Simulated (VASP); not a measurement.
A run of VASP 6.6.1 is set up as follows.

Contents of INCAR:

```
SYSTEM = Al2O3
  ALGO = Normal
  EDIFF = 1E-6
  ENCUT = 520
  GGA = PE
  ISIF = 2
  ISMEAR = -1
  LASPH = .True.
  LCHARG = .False.
  LREAL = .False.
  LWAVE = .False.
  NBANDS = 35
  NELM = 60
  PREC = Accurate
  SIGMA = 0.02
```

KPOINTS

```
k-points
0
Gamma
  6 6 6
  0 0 0
```

POSCAR

```
Al2O3
1.0
    2.4507422554      1.4149367009      4.2724352151
   -2.4507422554      1.4149367009      4.2724352151
    0.0000000000     -2.8298734017      4.2724352151
Al O
4 6
Direct
    0.8533579846      0.8533579846      0.8533579846
    0.3533579846      0.3533579846      0.3533579846
    0.1466420154      0.1466420154      0.1466420154
    0.6466420154      0.6466420154      0.6466420154
    0.4453317022      0.0546682978      0.7500000000
    0.0546682978      0.7500000000      0.4453317022
    0.5546682978      0.9453317022      0.2500000000
    0.2500000000      0.5546682978      0.9453317022
    0.9453317022      0.2500000000      0.5546682978
    0.7500000000      0.4453317022      0.0546682978
```

Potentials or basis: VASP PAW PBE potentials, release 64 (Al, O).

Run with:

```console
$ cat potpaw_PBE.64/Al/POTCAR potpaw_PBE.64/O/POTCAR > POTCAR
$ mpirun -np 1 vasp_std > vasp.out
```

Question: Predict the pressure.

Answer: -3.7 GPa.

Question: What does it give for the band gap on the k mesh?

Answer: 5.32 eV, direct.

Question: What does it give for the largest force?

Answer: 0.052 eV/Å.

Stress tensor (GPa, compression positive):
```
-8.69  0.00  0.00
 0.00 -8.69  0.00
 0.00  0.00  6.19
```

Caveat: the cell differs from its parent crystal (epitaxial xy strain +3.0%).
